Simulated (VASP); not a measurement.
Write the native input for VASP 6.6.1 that does the following.

* Task: electric field gradients
* Functional: PBEsol
* Potentials or basis: VASP PAW PBE potentials, release 64 (Ba_sv)
* Cutoff: 520 eV
* k mesh: 10 × 10 × 10
* Occupations: fermi-dirac, width 0.05 eV
* Spin: no spin polarisation
* Dipole correction: no
* Further INCAR settings: ALGO = Normal; EDIFF = 1e-08; NBANDS = 11

The structure of Ba lies in POSCAR:

```
Ba
1.0
   -2.5165567739      2.5165567739      2.5165567739
    2.5165567739     -2.5165567739      2.5165567739
    2.5165567739      2.5165567739     -2.5165567739
Ba
1
Direct
    0.0000000000      0.0000000000      0.0000000000
```

This cell differs from its parent crystal: volume scaled by 1.02.

One way to write it, as run:

INCAR

```
SYSTEM = Ba
PREC = Accurate
ENCUT = 520
EDIFF = 1E-8
ISMEAR = -1
SIGMA = 0.05
LREAL = .False.
LASPH = .True.
NELM = 80
ALGO = Normal
ISIF = 2
LWAVE = .False.
LCHARG = .False.
GGA = PS
LEFG = .True.
NBANDS = 11
```

KPOINTS

```
regular mesh
0
Gamma
  10 10 10
  0 0 0
```

Potentials or basis: VASP PAW PBE potentials, release 64 (Ba_sv).

Command:

```sh
$ cat potpaw_PBE.64/Ba_sv/POTCAR > POTCAR
$ mpirun -np 1 vasp_std > vasp.out
```

It gave:

```
Pressure               : -0.7 GPa
Band gap on the k mesh : zero (band 5 reaches 1.81 eV, above the bottom of band 6 at 0.98 eV)
```

Caveat: without QUAD_EFG the Cq values of the log hold for a quadrupole moment of 1 mb, not for the nuclei; the PAW data sets were made with another functional, which shifts forces and pressure a little; spin-orbit coupling is left out, which moves the levels of the heavy elements.

It took 13 s on 1 thread of Intel(R) Xeon(R) 6975P-C (Granite Rapids), with other jobs on the host, peak memory 0.18 GiB.
